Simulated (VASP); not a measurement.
Here is a VASP 6.6.1 calculation.

INCAR

```
SYSTEM = HfO2
PREC = Accurate ; ENCUT = 520
EDIFF = 1E-6 ; ISMEAR = 0
SIGMA = 0.01 ; LREAL = .FALSE.
LASPH = .TRUE. ; NELM = 100
ALGO = Normal ; ISIF = 2
LWAVE = .FALSE. ; LCHARG = .TRUE.
GGA = PS ; LELF = .TRUE.
LVHAR = .TRUE. ; NBANDS = 18
```

File KPOINTS:

```
Automatic mesh
0
G
  4 4 4
  0 0 0
```

The input POSCAR:

```
HfO2
1.0
    3.5577309498      0.0000000000      0.0000000000
    1.7788654749      3.0810853823      0.0000000000
    1.7788654749      1.0270284608      2.9048751563
Hf O
1 2
Direct
    0.0000000000      0.0000000000      0.0000000000
    0.2500000000      0.2500000000      0.2500000000
    0.7500000000      0.7500000000      0.7500000000
```

Potentials or basis: VASP PAW PBE potentials, release 64 (Hf_pv, O).

Launch:

```console
$ cat potpaw_PBE.64/Hf_pv/POTCAR potpaw_PBE.64/O/POTCAR > POTCAR
$ mpirun -np 1 vasp_std > vasp.out
```

(1) What does it give for the band gap on the k mesh?

(2) What does it give for the pressure?

## Answers

(1) 3.73 eV, direct.

(2) -1.8 GPa.

Caveat: the k points lie up to 0.54 Å⁻¹ apart; the PAW data sets were made with another functional, which shifts forces and pressure a little; spin-orbit coupling is left out, which moves the levels of the heavy elements.
